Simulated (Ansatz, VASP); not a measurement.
# Two plane-wave programs on BAs

Contents of INCAR:

```
PREC = Accurate
ENCUT = 520
EDIFF = 1E-7
ISMEAR = -1
SIGMA = 0.02
LREAL = F
LASPH = T
NELM = 60
ALGO = Normal
ISIF = 2
LWAVE = F
LCHARG = F
GGA = PE
NBANDS = 11
```

The input KPOINTS:

```
regular mesh
0
Gamma
  10 10 10
```

POSCAR

```
BAs
1.0
    0.0000000000      2.4157862801      2.4157862801
    2.4157862801      0.0000000000      2.4157862801
    2.4157862801      2.4157862801      0.0000000000
B As
1 1
Direct
    0.0000000000      0.0000000000      0.0000000000
    0.2500000000      0.2500000000      0.2500000000
```

Input for Ansatz:

```yaml
crystal:
  lattice:
    - [0.0, 2.4157862801, 2.4157862801]
    - [2.4157862801, 0.0, 2.4157862801]
    - [2.4157862801, 2.4157862801, 0.0]
  atoms:
    - { symbol: B, position: [0.0, 0.0, 0.0] }
    - { symbol: As, position: [0.25, 0.25, 0.25] }
kpoints:
  mp_grid: { grid: [10, 10, 10] }
  band_path:
    path:
      - [0.0, 0.0, 0.0]
      - [-0.5, -0.5, 0.0]
      - [-0.375, -0.375, 0.25]
      - [-0.375, 0.0, 0.375]
      - [0.0, 0.0, 0.5]
      - [-0.5, -0.25, 0.25]
      - [0.0, 0.398438, 0.398437]
    npoints: 1
hamiltonian:
  xc: pbe
scf:
  occupations: { method: fermi_dirac, width: 0.02 }
  n_extra_bands: 4
output:
  forces: true
  stress: true
  eigenvalues: true
  write_density: true
  write_potential: true
  elf: true
  volumetric_format: npy
```

Change from the starting cell: hydrostatic strain +1.0%.

Alike in both runs: task single point; functional PBE; k mesh 10 × 10 × 10; occupations fermi-dirac, width 0.02 eV; no spin polarisation.

|  | VASP | Ansatz |
| --- | --- | --- |
| version | VASP 6.6.1 | Ansatz 0.2.0 |
| potentials or method | VASP PAW PBE potentials, release 64 (B, As) | plane waves, PAW |
| plane-wave cutoff (eV) | 520 | 420 |
| valence electrons in the cell | 8 | 18 |

VASP gave:

* gap on the k mesh at the Fermi level (eV): 1.21
* pressure (GPa): -1.2

Question: What did Ansatz give for the same quantities?

Answer: gap on the k mesh at the Fermi level (eV): 1.22; pressure (GPa): -1.8.

The functional is the same, so the differences come from potentials, cutoffs and numerics. VASP's potentials hold 8 valence electrons a cell and Ansatz's 18, so a difference there can come from the potentials and not from the codes.
